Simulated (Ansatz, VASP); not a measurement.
Two plane-wave programs on Ga7As

```
Ga As
1.0
    -3.38901    3.38901    3.38901
     3.38901   -3.38901    3.38901
     3.38901    3.38901   -3.38901
Ga As
7 1
Direct
  0.00000 0.50000 0.50000
  0.50000 0.50000 0.00000
  0.50000 0.00000 0.50000
  0.00000 0.00000 0.50000
  0.00000 0.50000 0.00000
  0.50000 0.00000 0.00000
  0.50000 0.50000 0.50000
  0.00000 0.00000 0.00000
```

Change from the starting cell: species swapped into the Fe7Co type (Im-3m, No. 229).

Alike in both runs: functional PBE; k mesh 6 × 6 × 6; occupations gaussian, width 0.1 eV; no spin polarisation.

Ansatz relaxed the structure, and its values are those at the end. VASP's run is a single point on that final structure, the one shown.

|  | VASP | Ansatz |
| --- | --- | --- |
| version | VASP 6.6.1 | Ansatz 0.2.0 |
| potentials or method | VASP PAW PBE potentials, release 64 (Ga_d, As), cutoff 520 eV | scalar-relativistic, plane waves, PAW |
| valence electrons in the cell | 96 | 106 |

|  | VASP | Ansatz | Ansatz less VASP |
| --- | --- | --- | --- |
| gap on the k mesh at the Fermi level (eV) | none | none | - |
| pressure (GPa) | 0.1 | 0.0 | -0.10 |

A gap of «none» marks a metal or a gap that the smearing closes. The functional is the same, so the differences come from potentials, cutoffs and numerics. VASP's potentials hold 96 valence electrons a cell and Ansatz's 106, so a difference there can come from the potentials and not from the codes.
